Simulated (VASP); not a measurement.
Here is a VASP 6.6.1 calculation.

POSCAR

```
BN
1.0
    0.0203041548      1.8048137558      1.8048137558
    1.8048137558      0.0203041548      1.8048137558
    1.8251179106      1.8251179106      0.0000000000
B N
1 1
Direct
    0.0000000000      0.0000000000      0.0000000000
    0.7500000000      0.7500000000      0.7500000000
```

The input INCAR.step1:

```
SYSTEM = BN
ALGO = Normal ; EDIFF = 1E-4
ENCUT = 520 ; GGA = PE
ISMEAR = 0 ; LASPH = .TRUE.
LCHARG = .FALSE. ; LREAL = .FALSE.
LWAVE = .TRUE. ; NBANDS = 11
NELM = 60 ; PREC = Accurate
SIGMA = 0.05
```

The input INCAR.step2:

```
SYSTEM = BN
ALGO = Normal ; EDIFF = 1E-6
ENCUT = 520 ; ISIF = 2
ISMEAR = 0 ; ISTART = 1
LASPH = .TRUE. ; LCHARG = .FALSE.
LMIXTAU = .TRUE. ; LREAL = .FALSE.
LWAVE = .FALSE. ; METAGGA = R2SCAN
NBANDS = 11 ; NELM = 60
PREC = Accurate ; SIGMA = 0.05
```

File KPOINTS:

```
k-points
0
G
  12 12 12
  0 0 0
```

Potentials or basis: VASP PAW PBE potentials, release 64 (B, N).

Launch:

```bash
$ cat potpaw_PBE.64/B/POTCAR potpaw_PBE.64/N/POTCAR > POTCAR
$ cp INCAR.step1 INCAR
$ mpirun -np 1 vasp_std > vasp.out
$ cp INCAR.step2 INCAR
$ mpirun -np 1 vasp_std > vasp.out
```

Problem. Estimate the largest force.

Solution. 0.023 eV/Å.

Problem. What does it give for the band gap on the k mesh?

Solution. 4.90 eV, indirect (least direct gap 9.20 eV).

Problem. Predict the pressure.

Solution. 1.4 GPa.

Stress tensor (GPa, compression positive):
```
  1.48 -10.60   0.00
-10.60   1.48   0.00
  0.00   0.00   1.21
```

Caveat: the cell differs from its parent crystal (strain +0.0225 x Voigt [0, 0, 0, 0, 0, 1]); the PAW data sets were made with another functional, which shifts forces and pressure a little. A k mesh can miss the band edges.
